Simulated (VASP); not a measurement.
# PbS (P-6m2) in VASP: notebook

Runs on PbS. Level: r2SCAN. Tasks: single point.

Everything below comes from runs of VASP 6.6.1. Logs are shortened: lines on timing, memory, paths and dates and some standing lists are left out, and cuts for length are marked.

**1. The cell of the first run**

The structure is hexagonal, space group P-6m2 (No. 187). Conventional cell: a = 4.117 Å, b = 4.117 Å, c = 3.813 Å, α = 90.00°, β = 90.00°, γ = 120.00°. Pb (site symmetry -6m2) has 6 S at 3.05 Å and 8 Pb at 3.81 to 4.12 Å within 4.2 Å. Within 4.2 Å of S (site symmetry -6m2) lie 6 Pb at 3.05 Å and 8 S at 3.81 to 4.12 Å.

**2. Single point, r2SCAN**

Contents of POSCAR:

```
PbS
1.0
    4.1167825667      0.0000000000      0.0000000000
   -2.0583912833      3.5652382846      0.0000000000
    0.0000000000      0.0000000000      3.8132549298
Pb S
1 1
Direct
    0.0000000000      0.0000000000      0.0000000000
    0.6666666667      0.3333333333      0.5000000000
```

Contents of INCAR.step1:

```
SYSTEM = PbS
PREC = Accurate
ENCUT = 520
ISMEAR = -1
SIGMA = 0.05
LREAL = .False.
LASPH = .True.
NELM = 80
NBANDS = 17
GGA = PE
ALGO = Normal
EDIFF = 1E-4
LWAVE = .True.
LCHARG = .False.
```

Contents of INCAR.step2:

```
SYSTEM = PbS
PREC = Accurate
ENCUT = 520
EDIFF = 1E-6
ISMEAR = -1
SIGMA = 0.05
LREAL = .False.
LASPH = .True.
NELM = 80
ALGO = Normal
ISIF = 2
LWAVE = .False.
LCHARG = .True.
METAGGA = R2SCAN
LMIXTAU = .True.
LELF = .True.
LVHAR = .True.
NBANDS = 17
ISTART = 1
```

Contents of KPOINTS:

```
regular mesh
0
Gamma
  8 8 7
  0 0 0
```

Potentials or basis: VASP PAW PBE potentials, release 64 (Pb_d, S).

Run with:

```bash
> cat potpaw_PBE.64/Pb_d/POTCAR potpaw_PBE.64/S/POTCAR > POTCAR
> cp INCAR.step1 INCAR
> mpirun -np 1 vasp_std > vasp.out
> cp INCAR.step2 INCAR
> mpirun -np 1 vasp_std > vasp.out
```

OUTCAR:

```text
SYSTEM = PbS
   PREC = Accurate
   ENCUT = 520
   EDIFF = 1E-6
   ISMEAR = -1
   LREAL = .False.
   LASPH = .True.
   NELM = 80
   ISIF = 2
   METAGGA = R2SCAN
   ISTART = 1

 ion  position               nearest neighbor table
   1  0.000  0.000  0.000-   2 3.05   2 3.05   2 3.05   2 3.05   2 3.05   2 3.05
   2  0.667  0.333  0.500-   1 3.05   1 3.05   1 3.05   1 3.05   1 3.05   1 3.05

  LATTYP: Found a hexagonal cell.
 ALAT       =     4.1167825667
 C/A-ratio  =     0.9262706660

  Lattice vectors:

 A1 = (   4.1167825667,   0.0000000000,   0.0000000000)
 A2 = (  -2.0583912833,   3.5652382846,   0.0000000000)
 A3 = (   0.0000000000,   0.0000000000,   3.8132549298)

Analysis of symmetry for initial positions (statically):
=====================================================================
 Subroutine PRICEL returns:
 Original cell was already a primitive cell.

 Routine SETGRP: Setting up the symmetry group for a
 hexagonal supercell.

 Subroutine GETGRP returns: Found 12 space group operations
 (whereof 12 operations were pure point group operations)
 out of a pool of 24 trial point group operations.

The static configuration has the point symmetry D_3h.

Analysis of symmetry for dynamics (positions and initial velocities):
=====================================================================
 Subroutine PRICEL returns:
 Original cell was already a primitive cell.

 Routine SETGRP: Setting up the symmetry group for a
 hexagonal supercell.

 Subroutine GETGRP returns: Found 12 space group operations
 (whereof 12 operations were pure point group operations)
 out of a pool of 24 trial point group operations.

The dynamic configuration has the point symmetry D_3h.

 Subroutine INISYM returns: Found 12 space group operations
 (whereof 12 operations are pure point group operations),
 and found     1 'primitive' translations

----------------------------------------------------------------------------------------

                                     Primitive cell

  volume of cell :      55.9683

  direct lattice vectors                    reciprocal lattice vectors
     4.116782567  0.000000000  0.000000000     0.242908141  0.140243081  0.000000000
    -2.058391283  3.565238285  0.000000000     0.000000000  0.280486161  0.000000000
     0.000000000  0.000000000  3.813254930     0.000000000  0.000000000  0.262243154

  length of vectors
     4.116782567  4.116782567  3.813254930     0.280486161  0.280486161  0.262243154

  position of ions in fractional coordinates (direct lattice)
     0.000000000  0.000000000  0.000000000
     0.666666667  0.333333333  0.500000000

  ion indices of the primitive-cell ions
   primitive index   ion index
                 1           1
                 2           2

----------------------------------------------------------------------------------------

 KPOINTS: regular mesh

Automatic generation of k-mesh.
 Grid dimensions read from file:
 generate k-points for:    8    8    7

 Generating k-lattice:

  Cartesian coordinates                     Fractional coordinates (reciprocal lattice)
     0.030363518  0.017530385  0.000000000     0.125000000  0.000000000  0.000000000
     0.000000000  0.035060770  0.000000000     0.000000000  0.125000000  0.000000000
     0.000000000  0.000000000  0.037463308     0.000000000  0.000000000  0.142857143

  Length of vectors
     0.035060770  0.035060770  0.037463308

  Shift w.r.t. Gamma in fractional coordinates (k-lattice)
     0.000000000  0.000000000  0.000000000

 Subroutine IBZKPT returns following result:
 ===========================================

 Found     40 irreducible k-points:

 Following reciprocal coordinates:
            Coordinates               Weight
  0.000000  0.000000  0.000000      1.000000
  0.125000 -0.000000  0.000000      6.000000
  0.250000 -0.000000  0.000000      6.000000
  0.375000 -0.000000  0.000000      6.000000
  0.500000 -0.000000  0.000000      3.000000
  0.125000  0.125000  0.000000      6.000000
[... 16 lines left out ...]
  0.250000 -0.000000  0.285714     12.000000
  0.375000 -0.000000  0.285714     12.000000
 [... further k-points ...]
   k-points           NKPTS =     40   k-points in BZ     NKDIM =     40   number of bands    NBANDS=     17
   number of dos      NEDOS =    301   number of ions     NIONS =      2
   total plane-waves  NPLWV =  28672
   dimension x,y,z NGX =    32 NGY =   32 NGZ =   28
   dimension x,y,z NGXF=    64 NGYF=   64 NGZF=   56
   ions per type =               1   1
   NGX,Y,Z   is equivalent  to a cutoff of  12.92, 12.92, 12.21 a.u.
   NGXF,Y,Z  is equivalent  to a cutoff of  25.84, 25.84, 24.41 a.u.
 SYSTEM =  PbS
   PREC   = accura    normal or accurate (medium, high low for compatibility)
   ISTART =      1    job   : 0-new  1-cont  2-samecut
   ICHARG =      0    charge: 1-file 2-atom 10-const
   ISPIN  =      1    spin polarized calculation?
   LNONCOLLINEAR =      F non collinear calculations
   LSORBIT =      F    spin-orbit coupling
   LASPH  =      T    aspherical Exc in radial PAW
   ENCUT  =  520.0 eV  38.22 Ry    6.18 a.u.   7.65  7.65  7.09*2*pi/ulx,y,z
   NELM   =     80;   NELMIN=  2; NELMDL=  0     # of ELM steps
   EDIFF  = 0.1E-05   stopping-criterion for ELM
   LREAL  =      F    real-space projection
   EDIFFG = 0.1E-04   stopping-criterion for IOM
   NSW    =      0    number of steps for IOM
   IBRION =     -1    ionic relax: 0-MD 1-quasi-New 2-CG
   NFREE  =      0    steps in history (QN), initial steepest desc. (CG)
   ISIF   =      2    stress and relaxation
   ISYM   =      2    0-nonsym 1-usesym 2-fastsym
   POTIM  = 0.5000    time-step for ionic-motion
   TEBEG  =    0.0;   TEEND  =   0.0 temperature during run
   PSTRESS=    0.0 pullay stress
   NELECT =      20.0000    total number of electrons
   NUPDOWN=      -1.0000    fix difference up-down
   EMIN   =  10.00;   EMAX   =-10.00  energy-range for DOS
   EFERMI =   0.00;   METHOD = LEGACY
   ISMEAR =    -1;   SIGMA  =   0.05  broadening in eV -4-tet -1-fermi 0-gaus
   EFERMI_NEDOS =   21; number of points for ismear=-14 and -15
   IALGO  =     38    algorithm
   IMIX   =      4    mixing-type and parameters
     AMIX     =   0.40;   BMIX     =  1.00
     AMIX_MAG =   1.60;   BMIX_MAG =  1.00
  volume/ion in A,a.u.               =      27.98       188.85
  Fermi-wavevector in a.u.,A,eV,Ry     =   1.161727  2.195346 18.362551  1.349609
  Thomas-Fermi vector in A             =   2.298296
   LORBIT       =      0    0 simple, 1 ext, 2 COOP (PROOUT), +10 PAW based schemes
   METAGGA = R2SCAN    functional components
   LHFCALC =     F    Hartree Fock is set to
   AEXX    =    0.0000 exact exchange contribution
   IVDW    =     0    specifies the selected vdW correction
   LEPSILON=     F    determine dielectric tensor
   LRPA    =     F    only Hartree local field effects (RPA)
 non-spin polarized calculation
  energy-cutoff  :      520.00
  volume of cell :       55.97
 maximum number of plane-waves:      1533
 NGX is ok and might be reduce to    32
   NGX = 15   NGY = 15   NGZ = 15

 number of electron      19.9999992 magnetization

 Free energy of the ion-electron system (eV)
  ---------------------------------------------------
  ext. energy  EPLUGINS =         0.00000000
  ---------------------------------------------------
  free energy    TOTEN  =       -65.32873173 eV

  energy without entropy =      -65.32843096  energy(sigma->0) =      -65.32858134

 E-fermi :   4.9100     XC(G=0):  -9.8846

 val. band max:        4.7187941466   @ k =   0.3750   0.2500   0.0000
 cond. band min:       5.1359026820   @ k =   0.3750   0.2500   0.4286
 fundamental gap:      0.4171085354
 Fermi energy:         4.9099697150

 k-point     1 :       0.0000    0.0000    0.0000
  band No.  band energies     occupation
      1     -12.6988      2.00000
      2     -12.6847      2.00000
      3     -12.6847      2.00000
      4     -12.5840      2.00000
      5     -12.5840      2.00000
      6      -8.7566      2.00000
[... 9 lines left out ...]
     16      16.4406      0.00000
     17      16.4406      0.00000

 k-point     2 :       0.1250   -0.0000    0.0000
  band No.  band energies     occupation
      1     -12.6958      2.00000
      2     -12.6872      2.00000
      3     -12.6761      2.00000
      4     -12.5885      2.00000
      5     -12.5849      2.00000
      6      -8.6371      2.00000
[... 9 lines left out ...]
     16      15.5717      0.00000
     17      16.1744      0.00000

 k-point     3 :       0.2500   -0.0000    0.0000
  band No.  band energies     occupation
      1     -12.7026      2.00000
      2     -12.6795      2.00000
      3     -12.6552      2.00000
      4     -12.5995      2.00000
      5     -12.5873      2.00000
      6      -8.3111      2.00000
[... 9 lines left out ...]
     16      15.9581      0.00000
     17      16.2921      0.00000

 k-point     4 :       0.3750   -0.0000    0.0000
  band No.  band energies     occupation
      1     -12.7133      2.00000
      2     -12.6680      2.00000
      3     -12.6342      2.00000
      4     -12.6105      2.00000
      5     -12.5897      2.00000
      6      -7.9060      2.00000
[... 9 lines left out ...]
     16      16.3410      0.00000
     17      16.3742      0.00000
[... 343 lines left out ...]
      1     -12.6824      2.00000
      2     -12.6715      2.00000
      3     -12.6271      2.00000
      4     -12.6195      2.00000
      5     -12.6117      2.00000
      6      -8.0974      2.00000
[... 9 lines left out ...]
     16      14.1719      0.00000
     17      14.9332      0.00000

 k-point    23 :       0.2500   -0.0000    0.2857
  band No.  band energies     occupation
      1     -12.6910      2.00000
      2     -12.6516      2.00000
      3     -12.6424      2.00000
      4     -12.6150      2.00000
      5     -12.6134      2.00000
      6      -7.8174      2.00000
[... 9 lines left out ...]
     16      14.4133      0.00000
     17      16.1097      0.00000

 k-point    24 :       0.3750   -0.0000    0.2857
  band No.  band energies     occupation
      1     -12.7020      2.00000
      2     -12.6618      2.00000
      3     -12.6317      2.00000
      4     -12.6182      2.00000
      5     -12.5999      2.00000
      6      -7.4929      2.00000
[... 9 lines left out ...]
     16      15.7705      0.00000
     17      17.3731      0.00000

 [... further k-points ...]

------------------------ aborting loop because EDIFF is reached ----------------------------------------

  FORCE on cell =-STRESS in cart. coord.  units (eV):
  Direction    XX          YY          ZZ          XY          YZ          ZX
  --------------------------------------------------------------------------------------
  -------------------------------------------------------------------------------------
  Total       -0.6519526     -0.6519526     -0.7352003     -0.0000000      0.0000000      0.0000000
  in kB      -18.6631198    -18.6631198    -21.0462119     -0.0000000      0.0000000      0.0000000
  external PRESSURE =     -19.4574839 kB  Pullay stress =       0.0000000 kB

 VOLUME and BASIS-vectors are now :
 -----------------------------------------------------------------------------
  energy-cutoff  :      520.00
  volume of cell :       55.97
      direct lattice vectors                 reciprocal lattice vectors
     4.116782567  0.000000000  0.000000000     0.242908141  0.140243081  0.000000000
    -2.058391283  3.565238285  0.000000000     0.000000000  0.280486161  0.000000000
     0.000000000  0.000000000  3.813254930     0.000000000  0.000000000  0.262243154

 POSITION                                       TOTAL-FORCE (eV/Angst)
 -----------------------------------------------------------------------------------
      0.00000      0.00000      0.00000        -0.000000     -0.000000      0.000000
      2.05839      1.18841      1.90663         0.000000      0.000000      0.000000
 -----------------------------------------------------------------------------------
    total drift:                               -0.000000      0.000000      0.000000

  FREE ENERGIE OF THE ION-ELECTRON SYSTEM (eV)
  ---------------------------------------------------
  free  energy   TOTEN  =       -65.3287317305 eV

  energy  without entropy=      -65.3284309580  energy(sigma->0) =      -65.32858134
```

Wall time 2.5 min (1 thread of Intel Xeon Platinum 8259CL at 2.50GHz (Skylake/Cascade Lake), shared host); peak memory 0.19 GiB.

What came out:

* Free energy: -65.3287 eV
* Pressure: -1.9 GPa
* Band gap on the k mesh: 0.42 eV (least direct gap 1.91 eV)

Stress tensor (GPa, compression positive):
```
-1.87  0.00  0.00
 0.00 -1.87  0.00
 0.00  0.00 -2.10
```

Caveat: the PAW data sets were made with another functional, which shifts forces and pressure a little; spin-orbit coupling is left out, which moves the levels of the heavy elements; an odd mesh through Γ misses points on the zone boundary, where band edges can lie.

(Part 1 of 2 ends here.)
